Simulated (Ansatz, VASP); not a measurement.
Two plane-wave programs on SrO

INCAR

```
PREC = Accurate
ENCUT = 520
EDIFF = 1E-8
ISMEAR = -1
SIGMA = 0.02
LREAL = False
LASPH = True
NELM = 60
ALGO = Normal
ISIF = 2
LWAVE = False
LCHARG = False
GGA = PE
LEFG = True
NBANDS = 15
```

The input KPOINTS:

```
Automatic mesh
0
Gamma
  8 8 8
```

The input POSCAR:

```
SrO
1.0
    0.0000000000      2.5783376042      2.5783376042
    2.5783376042      0.0000000000      2.5783376042
    2.5783376042      2.5783376042      0.0000000000
Sr O
1 1
Direct
    0.0000000000      0.0000000000      0.0000000000
    0.5000000000      0.5000000000      0.5000000000
```

Input for Ansatz:

```yaml
crystal:
  lattice:
    - [0.0, 2.5783376042, 2.5783376042]
    - [2.5783376042, 0.0, 2.5783376042]
    - [2.5783376042, 2.5783376042, 0.0]
  atoms:
    - { symbol: Sr, position: [0.0, 0.0, 0.0] }
    - { symbol: O, position: [0.5, 0.5, 0.5] }
kpoints:
  mp_grid: { grid: [8, 8, 8] }
scf:
  occupations: { method: fermi_dirac, width: 0.02 }
hamiltonian:
  xc: pbe
  pseudopotentials: { kind: paw }
output:
  forces: true
  stress: true
  eigenvalues: true
  efg: { contact_densities: true }
```

Change from the starting cell: volume scaled by 1.01, PAW files.

Alike in both runs: task electric field gradients; functional PBE; k mesh 8 × 8 × 8; occupations fermi-dirac, width 0.02 eV; no spin polarisation.

|  | VASP | Ansatz |
| --- | --- | --- |
| version | VASP 6.6.1 | Ansatz 0.2.0 |
| potentials or method | VASP PAW PBE potentials, release 64 (Sr_sv, O) | PAW with Ansatz's default frozen-core files, scalar-relativistic |
| plane-wave cutoff (eV) | 520 | 420 |
| valence electrons in the cell | 16 | 16 |

Ansatz gave:

* gap on the k mesh at the Fermi level (eV): 3.32
* pressure (GPa): 2.0

What did VASP give for the same quantities?

gap on the k mesh at the Fermi level (eV): 3.27; pressure (GPa): 2.5.
